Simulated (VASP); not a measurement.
# NbRu3C (Pm-3m) in VASP: relaxation of cell and atoms with LDA

Aim: the relaxation of cell and atoms of NbRu3C with LDA.

Everything below comes from runs of VASP 6.6.1. Logs are shortened: lines on timing, memory, paths and dates and some standing lists are left out, and cuts for length are marked.

## (1) The cell of the first run

It takes space group Pm-3m (No. 221, cubic). The conventional cell has a = 4.065 Å, b = 4.065 Å, c = 4.065 Å, α = 90.00°, β = 90.00°, γ = 90.00°. Ru (site symmetry 4/mmm) has 2 C at 2.03 Å within 2.7 Å. Nb (site symmetry m-3m) has 12 Ru at 2.87 Å and 8 C at 3.52 Å within 3.8 Å. C (site symmetry m-3m) has 6 Ru at 2.03 Å within 2.7 Å.

## (2) Relaxation of cell and atoms, LDA

The input, INCAR:

```
SYSTEM = NbRu3C
PREC     = Accurate       ! precision mode
ENCUT    = 600            ! plane-wave cutoff, eV
EDIFF    = 1E-7           ! SCF threshold, eV
ISMEAR   = -1             ! smearing method
SIGMA    = 0.05           ! smearing width, eV
LREAL    = .FALSE.        ! projectors in reciprocal space
LASPH    = .TRUE.         ! aspherical terms in the spheres
NELM     = 100            ! most SCF steps
ALGO     = Normal         ! electronic algorithm
ISIF     = 3              ! what is computed and relaxed
LWAVE    = .FALSE.        ! write WAVECAR
LCHARG   = .FALSE.        ! write CHGCAR
IBRION   = 2              ! ionic algorithm
NSW      = 60             ! ionic steps
EDIFFG   = -0.01          ! ionic threshold
```

The input, KPOINTS:

```
Automatic mesh
0
G
  7 7 7
  0 0 0
```

The input, POSCAR:

```
NbRu3C
1.0
    4.0651380000      0.0000000000      0.0000000000
    0.0000000000      4.0651380000      0.0000000000
    0.0000000000      0.0000000000      4.0651380000
Ru Nb C
3 1 1
Direct
    0.5000000000      0.5000000000      0.0000000000
    0.5000000000      0.0000000000      0.5000000000
    0.0000000000      0.5000000000      0.5000000000
    0.0000000000      0.0000000000      0.0000000000
    0.5000000000      0.5000000000      0.5000000000
```

Potentials or basis: VASP PAW LDA potentials, release 64 (Ru_pv, Nb_sv, C).

The run is started by

```bash
> cat potpaw_LDA.64/Ru_pv/POTCAR potpaw_LDA.64/Nb_sv/POTCAR potpaw_LDA.64/C/POTCAR > POTCAR
> mpirun -np 1 vasp_std > vasp.out
```

OUTCAR:

```text
SYSTEM = NbRu3C
   PREC = Accurate
   ENCUT = 600
   EDIFF = 1E-7
   ISMEAR = -1
   LREAL = .FALSE.
   LASPH = .TRUE.
   NELM = 100
   ISIF = 3
   IBRION = 2
   NSW = 60
   EDIFFG = -0.01

 ion  position               nearest neighbor table
   1  0.500  0.500  0.000-   5 2.03   5 2.03   4 2.87   2 2.87   2 2.87   3 2.87   3 2.87   2 2.87
                             4 2.87   2 2.87   3 2.87   4 2.87   3 2.87   4 2.87
   2  0.500  0.000  0.500-   5 2.03   5 2.03   4 2.87   1 2.87   1 2.87   4 2.87   1 2.87   3 2.87
                             3 2.87   1 2.87   3 2.87   4 2.87   4 2.87   3 2.87
   3  0.000  0.500  0.500-   5 2.03   5 2.03   4 2.87   1 2.87   1 2.87   4 2.87   2 2.87   4 2.87
                             4 2.87   1 2.87   2 2.87   2 2.87   1 2.87   2 2.87
   4  0.000  0.000  0.000-   1 2.87   2 2.87   3 2.87   2 2.87   3 2.87   1 2.87   3 2.87   3 2.87
                             1 2.87   2 2.87   2 2.87   1 2.87
   5  0.500  0.500  0.500-   1 2.03   2 2.03   3 2.03   1 2.03   2 2.03   3 2.03

  LATTYP: Found a simple cubic cell.
 ALAT       =     4.0651380000

  Lattice vectors:

 A1 = (   4.0651380000,   0.0000000000,   0.0000000000)
 A2 = (   0.0000000000,   4.0651380000,   0.0000000000)
 A3 = (   0.0000000000,   0.0000000000,   4.0651380000)

Analysis of symmetry for initial positions (statically):
=====================================================================
 Subroutine PRICEL returns:
 Original cell was already a primitive cell.

 Routine SETGRP: Setting up the symmetry group for a
 simple cubic supercell.

 Subroutine GETGRP returns: Found 48 space group operations
 (whereof 48 operations were pure point group operations)
 out of a pool of 48 trial point group operations.

The static configuration has the point symmetry O_h .

Analysis of symmetry for dynamics (positions and initial velocities):
=====================================================================
 Subroutine PRICEL returns:
 Original cell was already a primitive cell.

 Routine SETGRP: Setting up the symmetry group for a
 simple cubic supercell.

 Subroutine GETGRP returns: Found 48 space group operations
 (whereof 48 operations were pure point group operations)
 out of a pool of 48 trial point group operations.

The dynamic configuration has the point symmetry O_h .

 Subroutine INISYM returns: Found 48 space group operations
 (whereof 48 operations are pure point group operations),
 and found     1 'primitive' translations

----------------------------------------------------------------------------------------

                                     Primitive cell

  volume of cell :      67.1778

  direct lattice vectors                    reciprocal lattice vectors
     4.065138000  0.000000000  0.000000000     0.245994109  0.000000000  0.000000000
     0.000000000  4.065138000  0.000000000     0.000000000  0.245994109  0.000000000
     0.000000000  0.000000000  4.065138000     0.000000000  0.000000000  0.245994109

  length of vectors
     4.065138000  4.065138000  4.065138000     0.245994109  0.245994109  0.245994109

  position of ions in fractional coordinates (direct lattice)
     0.500000000  0.500000000  0.000000000
     0.500000000  0.000000000  0.500000000
     0.000000000  0.500000000  0.500000000
     0.000000000  0.000000000  0.000000000
     0.500000000  0.500000000  0.500000000

  ion indices of the primitive-cell ions
   primitive index   ion index
                 1           1
                 2           2
                 3           3
                 4           4
                 5           5

----------------------------------------------------------------------------------------

 KPOINTS: Automatic mesh

Automatic generation of k-mesh.
 Grid dimensions read from file:
 generate k-points for:    7    7    7

 Generating k-lattice:

  Cartesian coordinates                     Fractional coordinates (reciprocal lattice)
     0.035142016  0.000000000  0.000000000     0.142857143  0.000000000  0.000000000
     0.000000000  0.035142016  0.000000000     0.000000000  0.142857143  0.000000000
     0.000000000  0.000000000  0.035142016     0.000000000  0.000000000  0.142857143

  Length of vectors
     0.035142016  0.035142016  0.035142016

  Shift w.r.t. Gamma in fractional coordinates (k-lattice)
     0.000000000  0.000000000  0.000000000

 Subroutine IBZKPT returns following result:
 ===========================================

 Found     20 irreducible k-points:

 Following reciprocal coordinates:
            Coordinates               Weight
  0.000000  0.000000  0.000000      1.000000
  0.142857  0.000000  0.000000      6.000000
  0.285714  0.000000  0.000000      6.000000
  0.428571  0.000000  0.000000      6.000000
  0.142857  0.142857  0.000000     12.000000
  0.285714  0.142857  0.000000     24.000000
[... 12 lines left out ...]
  0.428571  0.428571  0.285714     24.000000
  0.428571  0.428571  0.428571      8.000000
   k-points           NKPTS =     20   k-points in BZ     NKDIM =     20   number of bands    NBANDS=     35
   number of dos      NEDOS =    301   number of ions     NIONS =      5
   total plane-waves  NPLWV =  32768
   dimension x,y,z NGX =    32 NGY =   32 NGZ =   32
   dimension x,y,z NGXF=    64 NGYF=   64 NGZF=   64
   ions per type =               3   1   1
   NGX,Y,Z   is equivalent  to a cutoff of  13.09, 13.09, 13.09 a.u.
   NGXF,Y,Z  is equivalent  to a cutoff of  26.17, 26.17, 26.17 a.u.
 SYSTEM =  NbRu3C
   PREC   = accura    normal or accurate (medium, high low for compatibility)
   ISTART =      0    job   : 0-new  1-cont  2-samecut
   ICHARG =      2    charge: 1-file 2-atom 10-const
   ISPIN  =      1    spin polarized calculation?
   LNONCOLLINEAR =      F non collinear calculations
   LSORBIT =      F    spin-orbit coupling
   LASPH  =      T    aspherical Exc in radial PAW
   ENCUT  =  600.0 eV  44.10 Ry    6.64 a.u.   8.12  8.12  8.12*2*pi/ulx,y,z
   NELM   =    100;   NELMIN=  2; NELMDL= -5     # of ELM steps
   EDIFF  = 0.1E-06   stopping-criterion for ELM
   LREAL  =      F    real-space projection
   EDIFFG = -.1E-01   stopping-criterion for IOM
   NSW    =     60    number of steps for IOM
   IBRION =      2    ionic relax: 0-MD 1-quasi-New 2-CG
   NFREE  =      1    steps in history (QN), initial steepest desc. (CG)
   ISIF   =      3    stress and relaxation
   ISYM   =      2    0-nonsym 1-usesym 2-fastsym
   POTIM  = 0.5000    time-step for ionic-motion
   TEBEG  =    0.0;   TEEND  =   0.0 temperature during run
   PSTRESS=    0.0 pullay stress
   NELECT =      59.0000    total number of electrons
   NUPDOWN=      -1.0000    fix difference up-down
   EMIN   =  10.00;   EMAX   =-10.00  energy-range for DOS
   EFERMI =   0.00;   METHOD = LEGACY
   ISMEAR =    -1;   SIGMA  =   0.05  broadening in eV -4-tet -1-fermi 0-gaus
   EFERMI_NEDOS =   21; number of points for ismear=-14 and -15
   IALGO  =     38    algorithm
   IMIX   =      4    mixing-type and parameters
     AMIX     =   0.40;   BMIX     =  1.00
     AMIX_MAG =   1.60;   BMIX_MAG =  1.00
  volume/ion in A,a.u.               =      13.44        90.67
  Fermi-wavevector in a.u.,A,eV,Ry     =   1.567774  2.962664 33.441981  2.457916
  Thomas-Fermi vector in A             =   2.669904
   LORBIT       =      0    0 simple, 1 ext, 2 COOP (PROOUT), +10 PAW based schemes
   GGA     = CA    functional components
   LHFCALC =     F    Hartree Fock is set to
   AEXX    =    0.0000 exact exchange contribution
   IVDW    =     0    specifies the selected vdW correction
   LEPSILON=     F    determine dielectric tensor
   LRPA    =     F    only Hartree local field effects (RPA)
 conjugate gradient relaxation of ions
 non-spin polarized calculation
  energy-cutoff  :      600.00
  volume of cell :       67.18
 maximum number of plane-waves:      2263
   NGX = 17   NGY = 17   NGZ = 17

--------------------------------------- Ionic step        1  -------------------------------------------

 number of electron      59.0000017 magnetization

 Free energy of the ion-electron system (eV)
  ---------------------------------------------------
  ext. energy  EPLUGINS =         0.00000000
  ---------------------------------------------------
  free energy    TOTEN  =       -53.54831626 eV

  energy without entropy =      -53.52551368  energy(sigma->0) =      -53.53691497

------------------------ aborting loop because EDIFF is reached ----------------------------------------

  FORCE on cell =-STRESS in cart. coord.  units (eV):
  Direction    XX          YY          ZZ          XY          YZ          ZX
  --------------------------------------------------------------------------------------
  -------------------------------------------------------------------------------------
  Total       -6.8678897     -6.8678897     -6.8678897     -0.0000000      0.0000000      0.0000000
  in kB     -163.7977800   -163.7977800   -163.7977800     -0.0000000      0.0000000      0.0000000
  external PRESSURE =    -163.7977800 kB  Pullay stress =       0.0000000 kB
[... 219 lines left out ...]
  energy  without entropy=      -53.7311392751  energy(sigma->0) =      -53.74080506

--------------------------------------- Ionic step        7  -------------------------------------------

 number of electron      58.9999985 magnetization

 Free energy of the ion-electron system (eV)
  ---------------------------------------------------
  ext. energy  EPLUGINS =         0.00000000
  ---------------------------------------------------
  free energy    TOTEN  =       -53.75055031 eV

  energy without entropy =      -53.73128614  energy(sigma->0) =      -53.74091823

 E-fermi :  12.9453     XC(G=0): -13.9079

 val. band max:       12.8744716383   @ k =   0.4286   0.1429   0.1429
 cond. band min:      12.9604524794   @ k =   0.4286   0.1429   0.1429
 fundamental gap:      0.0859808411
 Fermi energy:        12.9453056823

 k-point     1 :       0.0000    0.0000    0.0000
  band No.  band energies     occupation
      1     -42.6938      2.00000
      2     -30.7634      2.00000
      3     -30.7634      2.00000
      4     -30.7634      2.00000
      5     -30.0129      2.00000
      6     -30.0129      2.00000
[... 781 lines left out ...]
  FREE ENERGIE OF THE ION-ELECTRON SYSTEM (eV)
  ---------------------------------------------------
  free  energy   TOTEN  =       -53.7505503081 eV

  energy  without entropy=      -53.7312861424  energy(sigma->0) =      -53.74091823

 reached required accuracy - stopping structural energy minimisation
```

Wall time 5.4 min (1 thread of Intel Xeon 8259CL, shared host); peak memory 0.2 GiB.

Results:

```
Free energy                           : -53.7506 eV
Relaxed volume                        : 12.69 Å³/atom
Relaxed cell                          : a = 3.988 Å, b = 3.988 Å, c = 3.988 Å, α = 90.00°, β = 90.00°, γ = 90.00°
Space group after relaxing (to 0.1 Å) : Pm-3m (No. 221)
Energy gained by relaxing             : 40.4 meV/atom
Ionic steps                           : 7
Pressure after relaxing               : 0.0 GPa
Band gap on the k mesh                : zero (an odd number of electrons rules out a gap without spin polarisation)
```

Step by step:
| step | energy change (eV) | largest force (eV/Å) | pressure (GPa) | volume (Å³) |
| --- | --- | --- | --- | --- |
| 1 | 0.0000 | 0.0000 | -16.38 | 67.18 |
| 2 | 1.3979 | 0.0000 | 67.13 | 54.69 |
| 3 | -0.2015 | 0.0000 | -1.07 | 63.64 |
| 4 | -0.2022 | 0.0000 | -0.20 | 63.47 |
| 5 | -0.2022 | 0.0000 | 0.17 | 63.39 |
| 6 | -0.2022 | 0.0000 | -0.36 | 63.50 |
| 7 | -0.2022 | 0.0000 | -0.01 | 63.43 |

Final structure:
```yaml
crystal:
  lattice:
    - [3.98802, 0.00000, 0.00000]
    - [0.00000, 3.98802, 0.00000]
    - [0.00000, 0.00000, 3.98802]
  atoms:
    - { symbol: Ru, position: [0.50000, 0.50000, 0.00000] }
    - { symbol: Ru, position: [0.50000, 0.00000, 0.50000] }
    - { symbol: Ru, position: [0.00000, 0.50000, 0.50000] }
    - { symbol: Nb, position: [0.00000, 0.00000, 0.00000] }
    - { symbol: C, position: [0.50000, 0.50000, 0.50000] }
```

Levels at points of the mesh, in eV from the Fermi level:
| k point | band 25 | band 26 | band 27 | band 28 | band 29 | band 30 | band 31 | band 32 | band 33 | band 34 |
| --- | --- | --- | --- | --- | --- | --- | --- | --- | --- | --- |
| (0.00, 0.00, 0.00) | -2.78 | -2.78 | -1.49 | -1.49 | 0.70 | 0.74 | 0.74 | 0.74 | 2.01 | 2.01 |
